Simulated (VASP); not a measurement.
Here is a VASP 6.6.1 calculation.

File INCAR:

```
PREC     = Accurate       # precision mode
ENCUT    = 520            # plane-wave cutoff, eV
EDIFF    = 1E-6           # SCF threshold, eV
ISMEAR   = -1             # smearing method
SIGMA    = 0.1            # smearing width, eV
LREAL    = F              # projectors in reciprocal space
LASPH    = T              # aspherical terms in the spheres
NELM     = 80             # most SCF steps
ALGO     = Normal         # electronic algorithm
ISIF     = 2              # what is computed and relaxed
LWAVE    = F              # write WAVECAR
LCHARG   = T              # write CHGCAR
GGA      = PE             # functional
LELF     = T              # ELF
LVHAR    = T            
NBANDS   = 13             # bands
```

The input KPOINTS:

```
Automatic mesh
0
Gamma
  21 21 21
```

Contents of POSCAR:

```
Ge
1.0
   -1.6894906679      1.6894906679      1.6894906679
    1.6894906679     -1.6894906679      1.6894906679
    1.6894906679      1.6894906679     -1.6894906679
Ge
1
Direct
    0.0000000000      0.0000000000      0.0000000000
```

Potentials or basis: VASP PAW PBE potentials, release 64 (Ge_d).

The run is started by

```console
$ cat potpaw_PBE.64/Ge_d/POTCAR > POTCAR
$ mpirun -np 1 vasp_std > vasp.out
```

Q: Predict the band gap on the k mesh.

A: Zero (band 7 reaches 15.48 eV, above the bottom of band 8 at 3.61 eV).

Q: Predict the pressure.

A: -0.1 GPa.
